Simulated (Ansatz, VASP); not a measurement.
# One calculation of GdOsS3, two programs

The input INCAR:

```
PREC     = Accurate       # precision mode
ENCUT    = 600            # plane-wave cutoff, eV
EDIFF    = 1E-7           # SCF threshold, eV
ISMEAR   = 0              # smearing method
SIGMA    = 0.1            # smearing width, eV
LREAL    = F              # projectors in reciprocal space
LASPH    = T              # aspherical terms in the spheres
NELM     = 200            # most SCF steps
ALGO     = Normal         # electronic algorithm
ISIF     = 3              # what is computed and relaxed
LWAVE    = F              # write WAVECAR
LCHARG   = F              # write CHGCAR
ISPIN    = 2              # spin polarisation
MAGMOM   = 7.6 -0.38 0 0 0 # initial moments
LORBIT   = 11             # projections on sites
LMAXMIX  = 6              # l up to which the mixer works
GGA      = PE             # functional
IBRION   = 2              # ionic algorithm
NSW      = 100            # ionic steps
EDIFFG   = -0.01          # ionic threshold
GGA_COMPAT= F            
NELMIN   = 4            
KPAR     = 4
```

Contents of KPOINTS:

```
Automatic mesh
0
Gamma
  12 12 4
```

File POSCAR:

```
GdOsS3
1.0
    3.9355364756      0.0000000000      0.0000000000
   -1.9677682378      3.4082745654      0.0000000000
    0.0000000000      0.0000000000      9.6592641521
Gd Os S
1 1 3
Direct
    0.0000000000      0.0000000000      0.5000000000
    0.0000000000      0.0000000000      0.0000000000
    0.0000000000      0.0000000000      0.2414120214
    0.0000000000      0.0000000000      0.7585879786
    0.6666666667      0.3333333333      0.0000000000
```

Input for Ansatz:

```yaml
crystal:
  lattice:
    - [3.9355364756, 0.0, 0.0]
    - [-1.9677682378, 3.4082745654, 0.0]
    - [0.0, 0.0, 9.6592641521]
  atoms:
    - { symbol: Gd, position: [0.0, 0.0, 0.5], spin: 7.6 }
    - { symbol: Os, position: [0.0, 0.0, 0.0], spin: -0.38 }
    - { symbol: S, position: [0.0, 0.0, 0.2414120214] }
    - { symbol: S, position: [0.0, 0.0, 0.7585879786] }
    - { symbol: S, position: [0.6666666667, 0.3333333333, 0.0] }
basis:
  ecutwfc: 420
kpoints:
  mp_grid: { grid: [12, 12, 4] }
hamiltonian:
  xc: pbe
scf:
  occupations: { method: gaussian, width: 0.1 }
output:
  forces: true
  stress: true
  eigenvalues: true
  populations: true
magnetization:
  spin_polarized: true
relax:
  adjacent_minimum: "off"
  f_tol: 0.01
  max_steps: 80
  cell: { stress_tol: 0.05 }
```

Alike in both runs: task relaxation of cell and atoms; functional PBE; k mesh 12 × 12 × 4; occupations gaussian, width 0.1 eV; collinear spin.

```csv
,VASP,Ansatz
version,VASP 6.6.1,Ansatz 0.2.0
potentials or method,"VASP PAW PBE potentials, release 64 (Gd, Os, S), cutoff 600 eV","scalar-relativistic, plane waves, PAW"
valence electrons in the cell,44,52
```

```csv
,VASP,Ansatz,Ansatz less VASP
"gap on the k mesh at the Fermi level, each at its own relaxed structure (eV)",none,none,-
net moment per atom (μB),1.36,1.36,+0.001
size of the moment on the site where the two differ most (μB),0.31,0.23,-0.073
relaxed volume (Å³/atom),25.97,25.88,-0.083
relaxed cell length with the largest relative difference (Å),3.939,3.933,-0.0057
```

Site moments also hang on the region over which each program counts them. A gap of «none» marks a metal or a gap that the smearing closes. VASP's potentials hold 44 valence electrons a cell and Ansatz's 52, so a difference there can come from the potentials and not from the codes.

Neither program's run includes spin-orbit coupling.
